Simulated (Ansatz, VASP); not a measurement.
Hf2H5 in VASP and in Ansatz

```
Hf H
1.0
     3.22694    0.00000    0.00000
    -1.61347    2.79461    0.00000
     0.00000    0.00000   14.95886
Hf H
4 10
Direct
  0.33333 0.66667 0.59628
  0.00000 0.00000 0.78779
  0.66667 0.33333 0.40372
  0.00000 0.00000 0.21221
  0.00000 0.00000 0.02547
  0.00000 0.00000 0.97453
  0.66667 0.33333 0.54361
  0.00000 0.00000 0.65134
  0.33333 0.66667 0.73699
  0.66667 0.33333 0.84676
  0.33333 0.66667 0.45639
  0.00000 0.00000 0.34866
  0.66667 0.33333 0.26301
  0.33333 0.66667 0.15324
```

Alike in both runs: functional PBE; k mesh 6 × 6 × 2; occupations gaussian, width 0.2 eV; no spin polarisation.

Ansatz relaxed the structure, and its values are those at the end. VASP's run is a single point on that final structure, the one shown.

|  | VASP | Ansatz |
| --- | --- | --- |
| version | VASP 6.6.1 | Ansatz 0.2.0 |
| potentials or method | VASP PAW PBE potentials, release 64 (Hf_pv, H), cutoff 520 eV | scalar-relativistic, plane waves, PAW |
| valence electrons in the cell | 50 | 114 |

|  | VASP | Ansatz | Ansatz less VASP |
| --- | --- | --- | --- |
| gap on the k mesh at the Fermi level (eV) | none | none | - |
| pressure (GPa) | -0.4 | 0.2 | +0.64 |
| rms of the force components (eV/Å) | 0.011 | 0.008 | -0.0034 |

A gap of «none» marks a metal or a gap that the smearing closes. VASP's potentials hold 50 valence electrons a cell and Ansatz's 114, so a difference there can come from the potentials and not from the codes.

The k mesh is coarse, so the values compare programs but aren't converged. Neither program's run includes spin-orbit coupling.
